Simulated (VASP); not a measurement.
# SiNi (Pnma) in VASP: single point with PBEsol

Aim: the single point of SiNi with PBEsol.

Everything below comes from runs of VASP 6.6.1. Logs are shortened: lines on timing, memory, paths and dates and some standing lists are left out, and cuts for length are marked.

## Step 1: The cell of the first run

The structure is orthorhombic, space group Pnma (No. 62). The conventional cell has a = 5.173 Å, b = 3.338 Å, c = 5.605 Å, α = 90.00°, β = 90.00°, γ = 90.00°. Si (site symmetry m) has 6 Ni at 2.28 to 2.40 Å and 2 Si at 2.66 Å within 3.0 Å. Within 3.0 Å of Ni (site symmetry m) lie 6 Si at 2.28 to 2.40 Å and 4 Ni at 2.68 to 2.69 Å.

## Step 2: Single point, PBEsol, collinear spin, zero start

INCAR

```
PREC = Accurate ; ENCUT = 520
EDIFF = 1E-6 ; ISMEAR = 0
SIGMA = 0.05 ; LREAL = F
LASPH = T ; NELM = 150
ALGO = Normal ; ISIF = 2
LWAVE = F ; LCHARG = F
ISPIN = 2 ; MAGMOM = 0 0 0 0 0 0 0 0
LORBIT = 11 ; LMAXMIX = 4
GGA = PS ; NBANDS = 42
```

KPOINTS

```
Automatic mesh
0
Gamma
  8 10 6
```

POSCAR

```
SiNi
1.0
    5.1731000000      0.0000000000      0.0000000000
    0.0000000000      3.3381000000      0.0000000000
    0.0000000000      0.0000000000      5.6049000000
Si Ni
4 4
Direct
    0.3212800000      0.7500000000      0.0825000000
    0.1787200000      0.2500000000      0.5825000000
    0.8212800000      0.7500000000      0.4175000000
    0.6787200000      0.2500000000      0.9175000000
    0.0077900000      0.2500000000      0.1875200000
    0.4922100000      0.7500000000      0.6875200000
    0.5077900000      0.2500000000      0.3124800000
    0.9922100000      0.7500000000      0.8124800000
```

Potentials or basis: VASP PAW PBE potentials, release 64 (Si, Ni).

Launch:

```bash
$ cat potpaw_PBE.64/Si/POTCAR potpaw_PBE.64/Ni/POTCAR > POTCAR
$ mpirun -np 1 vasp_std > vasp.out
```

OUTCAR:

```text
PREC = Accurate
   ENCUT = 520
   EDIFF = 1E-6
   ISMEAR = 0
   LREAL = F
   LASPH = T
   NELM = 150
   ISIF = 2
   ISPIN = 2
   LORBIT = 11
   GGA = PS

 ion  position               nearest neighbor table
   1  0.321  0.750  0.083-   8 2.28   7 2.32   7 2.32   6 2.38   5 2.40   5 2.40   4 2.66   4 2.66

   2  0.179  0.250  0.583-   7 2.28   8 2.32   8 2.32   5 2.38   6 2.40   6 2.40   3 2.66   3 2.66

   3  0.821  0.750  0.417-   6 2.28   5 2.32   5 2.32   8 2.38   7 2.40   7 2.40   2 2.66   2 2.66

   4  0.679  0.250  0.917-   5 2.28   6 2.32   6 2.32   7 2.38   8 2.40   8 2.40   1 2.66   1 2.66

   5  0.008  0.250  0.188-   4 2.28   3 2.32   3 2.32   2 2.38   1 2.40   1 2.40   7 2.68   7 2.68
                             8 2.69   8 2.69
   6  0.492  0.750  0.688-   3 2.28   4 2.32   4 2.32   1 2.38   2 2.40   2 2.40   8 2.68   8 2.68
                             7 2.69   7 2.69
   7  0.508  0.250  0.312-   2 2.28   1 2.32   1 2.32   4 2.38   3 2.40   3 2.40   5 2.68   5 2.68
                             6 2.69   6 2.69
   8  0.992  0.750  0.812-   1 2.28   2 2.32   2 2.32   3 2.38   4 2.40   4 2.40   6 2.68   6 2.68
                             5 2.69   5 2.69

  LATTYP: Found a simple orthorhombic cell.
 ALAT       =     3.3381000000
 B/A-ratio  =     1.5497139091
 C/A-ratio  =     1.6790689314

  Lattice vectors:

 A1 = (   0.0000000000,  -3.3381000000,   0.0000000000)
 A2 = (   5.1731000000,   0.0000000000,   0.0000000000)
 A3 = (   0.0000000000,   0.0000000000,   5.6049000000)

Analysis of symmetry for initial positions (statically):
=====================================================================
 Subroutine PRICEL returns:
 Original cell was already a primitive cell.

 Routine SETGRP: Setting up the symmetry group for a
 simple orthorhombic supercell.

 Subroutine GETGRP returns: Found  8 space group operations
 (whereof  2 operations were pure point group operations)
 out of a pool of  8 trial point group operations.

The static configuration has the point symmetry S_2 .
 The point group associated with its full space group is D_2h.

Analysis of symmetry for dynamics (positions and initial velocities):
=====================================================================
 Subroutine PRICEL returns:
 Original cell was already a primitive cell.

 Routine SETGRP: Setting up the symmetry group for a
 simple orthorhombic supercell.

 Subroutine GETGRP returns: Found  8 space group operations
 (whereof  2 operations were pure point group operations)
 out of a pool of  8 trial point group operations.

The dynamic configuration has the point symmetry S_2 .
 The point group associated with its full space group is D_2h.
[... 173 lines left out ...]
  free energy    TOTEN  =       -52.23293097 eV

  energy without entropy =      -52.22948411  energy(sigma->0) =      -52.23120754

 E-fermi :  10.3499     XC(G=0): -12.3321

 val. band max:       10.3436495630   @ k =   0.3750   0.2000   0.1667
 cond. band min:      10.3552176433   @ k =   0.2500   0.0000   0.1667
 fundamental gap:      0.0115680804
 Fermi energy:        10.3499236973

 spin component 1

 k-point     1 :       0.0000    0.0000    0.0000
  band No.  band energies     occupation
      1      -2.6761      1.00000
      2       0.6452      1.00000
      3       1.9871      1.00000
      4       2.4898      1.00000
      5       3.7924      1.00000
      6       4.2697      1.00000
[... 1021 lines left out ...]
     39      18.1685      0.00000
     40      18.2343      0.00000

 [... further k-points ...]

 spin component 2

 k-point     1 :       0.0000    0.0000    0.0000
  band No.  band energies     occupation
      1      -2.6761      1.00000
      2       0.6452      1.00000
      3       1.9871      1.00000
      4       2.4898      1.00000
      5       3.7924      1.00000
      6       4.2697      1.00000
[... 1021 lines left out ...]
     39      18.1685      0.00000
     40      18.2343      0.00000

 [... further k-points ...]

 [bands above 40 left out]

------------------------ aborting loop because EDIFF is reached ----------------------------------------

  FORCE on cell =-STRESS in cart. coord.  units (eV):
  Direction    XX          YY          ZZ          XY          YZ          ZX
  --------------------------------------------------------------------------------------
  -------------------------------------------------------------------------------------
  Total       -2.7597358     -2.0842736     -2.3961717      0.0000000      0.0000000      0.0000000
  in kB      -45.6835673    -34.5022349    -39.6652714      0.0000000      0.0000000      0.0000000
  external PRESSURE =     -39.9503579 kB  Pullay stress =       0.0000000 kB

 VOLUME and BASIS-vectors are now :
 -----------------------------------------------------------------------------
  energy-cutoff  :      520.00
  volume of cell :       96.79
      direct lattice vectors                 reciprocal lattice vectors
     5.173100000  0.000000000  0.000000000     0.193307688  0.000000000  0.000000000
     0.000000000  3.338100000  0.000000000     0.000000000  0.299571613  0.000000000
     0.000000000  0.000000000  5.604900000     0.000000000  0.000000000  0.178415315

 POSITION                                       TOTAL-FORCE (eV/Angst)
 -----------------------------------------------------------------------------------
      1.66201      2.50357      0.46240        -0.057489      0.000000      0.042369
      0.92454      0.83452      3.26485         0.057489     -0.000000      0.042369
      4.24856      2.50357      2.34005        -0.057489      0.000000     -0.042369
      3.51109      0.83452      5.14250         0.057489      0.000000     -0.042369
      0.04030      0.83452      1.05103         0.023285      0.000000      0.036035
      2.54625      2.50357      3.85348        -0.023285      0.000000      0.036035
      2.62685      0.83452      1.75142         0.023285      0.000000     -0.036035
      5.13280      2.50357      4.55387        -0.023285     -0.000000     -0.036035
 -----------------------------------------------------------------------------------
    total drift:                                0.000000      0.000000     -0.000000

  FREE ENERGIE OF THE ION-ELECTRON SYSTEM (eV)
  ---------------------------------------------------
  free  energy   TOTEN  =       -52.2329309650 eV

  energy  without entropy=      -52.2294841122  energy(sigma->0) =      -52.23120754

 total charge

# of ion       s       p       d       tot
------------------------------------------
    1        0.760   0.849   0.000   1.610
    2        0.760   0.849   0.000   1.610
    3        0.760   0.849   0.000   1.610
    4        0.760   0.849   0.000   1.610
    5        0.503   0.644   8.453   9.600
    6        0.503   0.644   8.453   9.600
    7        0.503   0.644   8.453   9.600
    8        0.503   0.644   8.453   9.600
--------------------------------------------------
tot          5.053   5.975  33.810  44.838

 magnetization (x)

# of ion       s       p       d       tot
------------------------------------------
    1       -0.000  -0.000   0.000  -0.000
    2       -0.000  -0.000   0.000  -0.000
    3       -0.000  -0.000   0.000  -0.000
    4       -0.000  -0.000   0.000  -0.000
    5       -0.000  -0.000  -0.000  -0.000
    6       -0.000  -0.000  -0.000  -0.000
    7       -0.000  -0.000  -0.000  -0.000
    8       -0.000  -0.000  -0.000  -0.000
--------------------------------------------------
tot         -0.000  -0.000  -0.000  -0.000
```

stdout:

```text
POSCAR found type information on POSCAR SiNi
 POSCAR found :  2 types and       8 ions
 scaLAPACK will be used
 -----------------------------------------------------------------------------
|                                                                             |
|                                                                             |
|     You enforced a specific xc type in the INCAR file but a different       |
|     I HOPE YOU KNOW WHAT YOU ARE DOING!                                     |
|                                                                             |
 -----------------------------------------------------------------------------

 LDA part: xc-table for (Slater+PW92), standard interpolation
 POSCAR, INCAR and KPOINTS ok, starting setup
 FFT: planning ... GRIDC
 FFT: planning ... GRID_SOFT
 FFT: planning ... GRID
 WAVECAR not read
 entering main loop
```

It took 25 min on 1 thread of Oxide Virtual Turin-like, shared host; peak memory 0.67 GiB.

What came out:

| Property | Result |
| --- | --- |
| Free energy | -52.2329 eV |
| Pressure | -4.0 GPa |
| Largest force | 0.071 eV/Å |
| Band gap on the k mesh | zero (filled and empty bands overlap) |
| Net moment | 0.00 μB per cell |
| Valence electrons inside the program's atomic spheres | Si 1.61; Ni 9.60 |

Forces on the atoms (eV/Å):
```
Si  -0.057  0.000  0.042
Si   0.057  0.000  0.042
Si  -0.057  0.000 -0.042
Si   0.057  0.000 -0.042
Ni   0.023  0.000  0.036
Ni  -0.023  0.000  0.036
Ni   0.023  0.000 -0.036
Ni  -0.023  0.000 -0.036
```

Caveat: the cell stands under tension; the PAW data sets were made with another functional, which shifts forces and pressure a little.
